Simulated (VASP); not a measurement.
# P in VASP: notebook

P is run at these levels: PBEsol, LDA; tasks: single point.

All numbers are computed with VASP 6.6.1; they aren't measurements. Logs are shortened: lines on timing, memory, paths and dates and some standing lists are left out, and cuts for length are marked.

## (1) The cell of the first run

The cell holds a slab with vacuum, 4 atoms: a = 3.305 Å, b = 35.088 Å, c = 4.663 Å, α = 90.00°, β = 90.00°, γ = 90.00°.

## (2) Single point, PBEsol

Contents of INCAR:

```
SYSTEM = P
PREC = Accurate
ENCUT = 520
EDIFF = 1E-6
ISMEAR = -1
SIGMA = 0.05
LREAL = .FALSE.
LASPH = .TRUE.
NELM = 60
ALGO = Normal
ISIF = 2
LWAVE = .FALSE.
LCHARG = .FALSE.
GGA = PS
NBANDS = 18
```

Contents of KPOINTS:

```
regular mesh
0
G
  8 1 6
  0 0 0
```

Contents of POSCAR:

```
P
1.0
    3.3054748950      0.0000000000      0.0000000000
    0.0000000000     35.0878789824      0.0000000000
    0.0000000000      0.0000000000      4.6627616617
P
4
Direct
    0.5000000000      0.9702614300      0.9078492800
    0.5000000000      0.0297385700      0.0921507200
    0.0000000000      0.0297385700      0.4078492800
    0.0000000000      0.9702614300      0.5921507200
```

Potentials or basis: VASP PAW PBE potentials, release 64 (P).

Run with:

```sh
$ cat potpaw_PBE.64/P/POTCAR > POTCAR
$ mpirun -np 1 vasp_std > vasp.out
```

OUTCAR:

```text
SYSTEM = P
   PREC = Accurate
   ENCUT = 520
   EDIFF = 1E-6
   ISMEAR = -1
   LREAL = .FALSE.
   LASPH = .TRUE.
   NELM = 60
   ISIF = 2
   GGA = PS

 ion  position               nearest neighbor table
   1  0.500  0.970  0.908-   4 2.21   4 2.21   2 2.26
   2  0.500  0.030  0.092-   3 2.21   3 2.21   1 2.26
   3  0.000  0.030  0.408-   2 2.21   2 2.21   4 2.26
   4  0.000  0.970  0.592-   1 2.21   1 2.21   3 2.26

  LATTYP: Found a simple orthorhombic cell.
 ALAT       =     3.3054748950
 B/A-ratio  =     1.4106177810
 C/A-ratio  =    10.6150795565

  Lattice vectors:

 A1 = (  -3.3054748950,   0.0000000000,   0.0000000000)
 A2 = (   0.0000000000,   0.0000000000,   4.6627616617)
 A3 = (   0.0000000000,  35.0878789824,   0.0000000000)

Analysis of symmetry for initial positions (statically):
=====================================================================
 Subroutine PRICEL returns:
 Original cell was already a primitive cell.

 Routine SETGRP: Setting up the symmetry group for a
 simple orthorhombic supercell.

 Subroutine GETGRP returns: Found  8 space group operations
 (whereof  4 operations were pure point group operations)
 out of a pool of  8 trial point group operations.

The static configuration has the point symmetry C_2h.
 The point group associated with its full space group is D_2h.

Analysis of symmetry for dynamics (positions and initial velocities):
=====================================================================
 Subroutine PRICEL returns:
 Original cell was already a primitive cell.

 Routine SETGRP: Setting up the symmetry group for a
 simple orthorhombic supercell.

 Subroutine GETGRP returns: Found  8 space group operations
 (whereof  4 operations were pure point group operations)
 out of a pool of  8 trial point group operations.

The dynamic configuration has the point symmetry C_2h.
 The point group associated with its full space group is D_2h.

 Subroutine INISYM returns: Found  8 space group operations
 (whereof  4 operations are pure point group operations),
 and found     1 'primitive' translations

----------------------------------------------------------------------------------------

                                     Primitive cell

  volume of cell :     540.7969

  direct lattice vectors                    reciprocal lattice vectors
     3.305474895  0.000000000  0.000000000     0.302528391  0.000000000  0.000000000
     0.000000000 35.087878982  0.000000000     0.000000000  0.028499870  0.000000000
     0.000000000  0.000000000  4.662761662     0.000000000  0.000000000  0.214465176

  length of vectors
     3.305474895 35.087878982  4.662761662     0.302528391  0.028499870  0.214465176

  position of ions in fractional coordinates (direct lattice)
     0.500000000  0.970261430  0.907849280
     0.500000000  0.029738570  0.092150720
     0.000000000  0.029738570  0.407849280
     0.000000000  0.970261430  0.592150720

  ion indices of the primitive-cell ions
   primitive index   ion index
                 1           1
                 2           2
                 3           3
                 4           4

----------------------------------------------------------------------------------------

 KPOINTS: regular mesh

Automatic generation of k-mesh.
 Grid dimensions read from file:
 generate k-points for:    8    1    6

 Generating k-lattice:

  Cartesian coordinates                     Fractional coordinates (reciprocal lattice)
     0.037816049  0.000000000  0.000000000     0.125000000  0.000000000  0.000000000
     0.000000000  0.028499870  0.000000000     0.000000000  1.000000000  0.000000000
     0.000000000  0.000000000  0.035744196     0.000000000  0.000000000  0.166666667

  Length of vectors
     0.037816049  0.028499870  0.035744196

  Shift w.r.t. Gamma in fractional coordinates (k-lattice)
     0.000000000  0.000000000  0.000000000

 Subroutine IBZKPT returns following result:
 ===========================================

 Found     20 irreducible k-points:

 Following reciprocal coordinates:
            Coordinates               Weight
  0.000000  0.000000  0.000000      1.000000
  0.125000  0.000000  0.000000      2.000000
  0.250000  0.000000  0.000000      2.000000
  0.375000  0.000000  0.000000      2.000000
  0.500000  0.000000  0.000000      1.000000
  0.000000  0.000000  0.166667      2.000000
[... 12 lines left out ...]
  0.375000  0.000000  0.500000      2.000000
  0.500000  0.000000  0.500000      1.000000
   k-points           NKPTS =     20   k-points in BZ     NKDIM =     20   number of bands    NBANDS=     18
   number of dos      NEDOS =    301   number of ions     NIONS =      4
   total plane-waves  NPLWV = 272160
   dimension x,y,z NGX =    28 NGY =  270 NGZ =   36
   dimension x,y,z NGXF=    56 NGYF=  540 NGZF=   72
   ions per type =               4
   NGX,Y,Z   is equivalent  to a cutoff of  14.08, 12.79, 12.84 a.u.
   NGXF,Y,Z  is equivalent  to a cutoff of  28.16, 25.59, 25.67 a.u.
 SYSTEM =  P
   PREC   = accura    normal or accurate (medium, high low for compatibility)
   ISTART =      0    job   : 0-new  1-cont  2-samecut
   ICHARG =      2    charge: 1-file 2-atom 10-const
   ISPIN  =      1    spin polarized calculation?
   LNONCOLLINEAR =      F non collinear calculations
   LSORBIT =      F    spin-orbit coupling
   LASPH  =      T    aspherical Exc in radial PAW
   ENCUT  =  520.0 eV  38.22 Ry    6.18 a.u.   6.15 65.24  8.67*2*pi/ulx,y,z
   NELM   =     60;   NELMIN=  2; NELMDL= -5     # of ELM steps
   EDIFF  = 0.1E-05   stopping-criterion for ELM
   LREAL  =      F    real-space projection
   EDIFFG = 0.1E-04   stopping-criterion for IOM
   NSW    =      0    number of steps for IOM
   IBRION =     -1    ionic relax: 0-MD 1-quasi-New 2-CG
   NFREE  =      0    steps in history (QN), initial steepest desc. (CG)
   ISIF   =      2    stress and relaxation
   ISYM   =      2    0-nonsym 1-usesym 2-fastsym
   POTIM  = 0.5000    time-step for ionic-motion
   TEBEG  =    0.0;   TEEND  =   0.0 temperature during run
   PSTRESS=    0.0 pullay stress
   NELECT =      20.0000    total number of electrons
   NUPDOWN=      -1.0000    fix difference up-down
   EMIN   =  10.00;   EMAX   =-10.00  energy-range for DOS
   EFERMI =   0.00;   METHOD = LEGACY
   ISMEAR =    -1;   SIGMA  =   0.05  broadening in eV -4-tet -1-fermi 0-gaus
   EFERMI_NEDOS =   21; number of points for ismear=-14 and -15
   IALGO  =     38    algorithm
   IMIX   =      4    mixing-type and parameters
     AMIX     =   0.40;   BMIX     =  1.00
     AMIX_MAG =   1.60;   BMIX_MAG =  1.00
  volume/ion in A,a.u.               =     135.20       912.37
  Fermi-wavevector in a.u.,A,eV,Ry     =   0.545431  1.030716  4.047670  0.297495
  Thomas-Fermi vector in A             =   1.574795
   LORBIT       =      0    0 simple, 1 ext, 2 COOP (PROOUT), +10 PAW based schemes
   GGA     = PS    functional components
   LHFCALC =     F    Hartree Fock is set to
   AEXX    =    0.0000 exact exchange contribution
   IVDW    =     0    specifies the selected vdW correction
   LEPSILON=     F    determine dielectric tensor
   LRPA    =     F    only Hartree local field effects (RPA)
 non-spin polarized calculation
  energy-cutoff  :      520.00
  volume of cell :      540.80
 maximum number of plane-waves:     14640
 NGX is ok and might be reduce to    28
   NGX = 13   NGY =131   NGZ = 17

 number of electron      19.9999999 magnetization

 Free energy of the ion-electron system (eV)
  ---------------------------------------------------
  ext. energy  EPLUGINS =         0.00000000
  ---------------------------------------------------
  free energy    TOTEN  =       -22.80481870 eV

  energy without entropy =      -22.80481165  energy(sigma->0) =      -22.80481517

 E-fermi :  -3.0339     XC(G=0):  -1.7577

 val. band max:       -3.5008309021   @ k =   0.0000   0.0000   0.0000
 cond. band min:      -2.5927370859   @ k =   0.0000   0.0000   0.0000
 fundamental gap:      0.9080938162
 Fermi energy:        -3.0338878663

 k-point     1 :       0.0000    0.0000    0.0000
  band No.  band energies     occupation
      1     -18.4965      2.00000
      2     -16.0540      2.00000
      3     -12.7295      2.00000
      4      -9.2152      2.00000
      5      -8.2062      2.00000
      6      -8.0298      2.00000
[... 10 lines left out ...]
     17       1.5693      0.00000
     18       1.7110      0.00000

 k-point     2 :       0.1250    0.0000    0.0000
  band No.  band energies     occupation
      1     -18.3111      2.00000
      2     -15.8604      2.00000
      3     -12.8049      2.00000
      4      -9.0771      2.00000
      5      -8.4043      2.00000
      6      -7.8665      2.00000
[... 10 lines left out ...]
     17       1.6206      0.00000
     18       1.7836      0.00000

 k-point     3 :       0.2500    0.0000    0.0000
  band No.  band energies     occupation
      1     -17.7610      2.00000
      2     -15.2824      2.00000
      3     -13.2679      2.00000
      4      -9.6288      2.00000
      5      -8.9374      2.00000
      6      -8.7098      2.00000
[... 10 lines left out ...]
     17       2.0112      0.00000
     18       2.2054      0.00000

 k-point     4 :       0.3750    0.0000    0.0000
  band No.  band energies     occupation
      1     -16.8679      2.00000
      2     -14.3616      2.00000
      3     -14.3290      2.00000
      4     -11.4008      2.00000
      5      -9.0336      2.00000
      6      -8.3539      2.00000
[... 291 lines left out ...]
      4     -11.8694      2.00000
      5      -8.9614      2.00000
      6      -8.9614      2.00000
[... 10 lines left out ...]
     17       2.7906      0.00000
     18       2.7906      0.00000

 k-point    19 :       0.3750    0.0000    0.5000
  band No.  band energies     occupation
      1     -15.9266      2.00000
      2     -15.9266      2.00000
      3     -12.6747      2.00000
      4     -12.6747      2.00000
      5      -9.1472      2.00000
      6      -9.1472      2.00000
[... 10 lines left out ...]
     17       3.0747      0.00000
     18       3.0747      0.00000

 k-point    20 :       0.5000    0.0000    0.5000
  band No.  band energies     occupation
      1     -15.3443      2.00000
      2     -15.3443      2.00000
      3     -13.4088      2.00000
      4     -13.4088      2.00000
      5      -8.4965      2.00000
      6      -8.4965      2.00000
[... 10 lines left out ...]
     17       2.9895      0.00000
     18       2.9895      0.00000

------------------------ aborting loop because EDIFF is reached ----------------------------------------

  FORCE on cell =-STRESS in cart. coord.  units (eV):
  Direction    XX          YY          ZZ          XY          YZ          ZX
  --------------------------------------------------------------------------------------
  -------------------------------------------------------------------------------------
  Total       -1.4135213     -0.3663381     -0.8590946      0.0000000      0.0000000      0.0000000
  in kB       -4.1877306     -1.0853217     -2.5451734      0.0000000      0.0000000      0.0000000
  external PRESSURE =      -2.6060752 kB  Pullay stress =       0.0000000 kB

 VOLUME and BASIS-vectors are now :
 -----------------------------------------------------------------------------
  energy-cutoff  :      520.00
  volume of cell :      540.80
      direct lattice vectors                 reciprocal lattice vectors
     3.305474895  0.000000000  0.000000000     0.302528391  0.000000000  0.000000000
     0.000000000 35.087878982  0.000000000     0.000000000  0.028499870  0.000000000
     0.000000000  0.000000000  4.662761662     0.000000000  0.000000000  0.214465176

 POSITION                                       TOTAL-FORCE (eV/Angst)
 -----------------------------------------------------------------------------------
      1.65274     34.04442      4.23308        -0.000000      0.084440      0.142470
      1.65274      1.04346      0.42968        -0.000000     -0.084440     -0.142470
      0.00000      1.04346      1.90170        -0.000000     -0.084440      0.142470
      0.00000     34.04442      2.76106         0.000000      0.084440     -0.142470
 -----------------------------------------------------------------------------------
    total drift:                               -0.000000      0.000000     -0.000000

  FREE ENERGIE OF THE ION-ELECTRON SYSTEM (eV)
  ---------------------------------------------------
  free  energy   TOTEN  =       -22.8048186996 eV

  energy  without entropy=      -22.8048116474  energy(sigma->0) =      -22.80481517
```

It took 3.6 min on 1 thread of Intel Xeon Platinum 8488C (Sapphire Rapids), shared host; peak memory 0.63 GiB.

Results:

| Quantity | Value |
| --- | --- |
| Free energy | -22.8048 eV |
| Largest force | 0.166 eV/Å |
| Band gap on the k mesh | 0.91 eV |

Forces on the atoms (eV/Å):
```
P    0.000  0.084  0.142
P    0.000 -0.084 -0.142
P    0.000 -0.084  0.142
P    0.000  0.084 -0.142
```

Caveat: there is no dipole correction, which matters where the two faces differ; the PAW data sets were made with another functional, which shifts forces and pressure a little.

## (3) Single point, LDA (137.85 Å³/atom)

This run uses another cell than the first one.

Contents of INCAR:

```
PREC = Accurate
ENCUT = 520
EDIFF = 1E-6
ISMEAR = -1
SIGMA = 0.05
LREAL = False
LASPH = True
NELM = 80
ALGO = Normal
ISIF = 2
LWAVE = False
LCHARG = True
GGA = CA
LELF = True
LVHAR = True
NBANDS = 18
```

Contents of KPOINTS:

```
Automatic mesh
0
Gamma
  8 1 6
```

Contents of POSCAR:

```
P
1.0
    3.3269396191      0.0000000000      0.0000000000
    0.0000000000     35.3157287368      0.0000000000
    0.0000000000      0.0000000000      4.6930401832
P
4
Direct
    0.5000000000      0.9702614300      0.9078492800
    0.5000000000      0.0297385700      0.0921507200
    0.0000000000      0.0297385700      0.4078492800
    0.0000000000      0.9702614300      0.5921507200
```

Potentials or basis: VASP PAW LDA potentials, release 64 (P).

Run with:

```sh
$ cat potpaw_LDA.64/P/POTCAR > POTCAR
$ mpirun -np 1 vasp_std > vasp.out
```

Wall time 3.8 min (1 thread of Intel Xeon Platinum 8488C (Sapphire Rapids), shared host); peak memory 0.49 GiB.

The run converged. Its results:

```yaml
Free_energy: -23.6485 eV
Largest_force: 0.309 eV/Å
Band_gap_on_the_k_mesh: 0.88 eV
```

Forces on the atoms (eV/Å):
```
P    0.000  0.303 -0.063
P    0.000 -0.303  0.063
P    0.000 -0.303 -0.063
P    0.000  0.303  0.063
```

Levels at points of the mesh, in eV from the valence-band top:
```
           k point  band 7  band 8  band 9  band 10  band 11  band 12  band 13  band 14
(0.00, 0.00, 0.00)   -3.37   -1.85   -1.60     0.00     0.88     1.46     2.43     3.15
(0.50, 0.00, 0.00)   -2.69   -2.69   -1.93    -1.93     1.11     1.11     2.16     2.16
(0.00, 0.00, 0.50)   -2.62   -2.62   -1.37    -1.37     1.88     1.88     3.56     3.56
(0.50, 0.00, 0.50)   -4.48   -4.48   -1.06    -1.06     2.24     2.24     3.64     3.64
```

Caveat: there is no dipole correction, which matters where the two faces differ.

## (4) Single point, LDA

This run uses another cell than the first one.

Contents of INCAR:

```
  PREC = Accurate
  ENCUT = 520
  EDIFF = 1E-6
  ISMEAR = -1
  SIGMA = 0.05
  LREAL = False
  LASPH = True
  NELM = 80
  ALGO = Normal
  ISIF = 2
  LWAVE = False
  LCHARG = False
  NBANDS = 18
```

Contents of KPOINTS:

```
regular mesh
0
Gamma
  8 1 6
```

POSCAR is that of step 3.

Run with:

```sh
$ cat potpaw_LDA.64/P/POTCAR > POTCAR
$ mpirun -np 1 vasp_std > vasp.out
```

Wall time 3.9 min (1 thread of Intel Xeon Platinum 8488C (Sapphire Rapids), shared host); peak memory 0.49 GiB.

It converged, with:

```yaml
Free_energy: -23.6485 eV
Largest_force: 0.309 eV/Å
Band_gap_on_the_k_mesh: 0.88 eV
```

Forces in eV/Å, atoms in the order of the input:
```
P    0.000  0.303 -0.063
P    0.000 -0.303  0.063
P    0.000 -0.303 -0.063
P    0.000  0.303  0.063
```

Levels at points of the mesh, in eV from the valence-band top:
```tsv
k point	band 8	band 9	band 10	band 11	band 12	band 13
(0.00, 0.00, 0.00)	-1.85	-1.60	0.00	0.88	1.46	2.43
(0.50, 0.00, 0.00)	-2.69	-1.93	-1.93	1.11	1.11	2.16
(0.00, 0.00, 0.50)	-2.62	-1.37	-1.37	1.88	1.88	3.56
(0.50, 0.00, 0.50)	-4.48	-1.06	-1.06	2.24	2.24	3.64
```

Caveat: there is no dipole correction, which matters where the two faces differ.
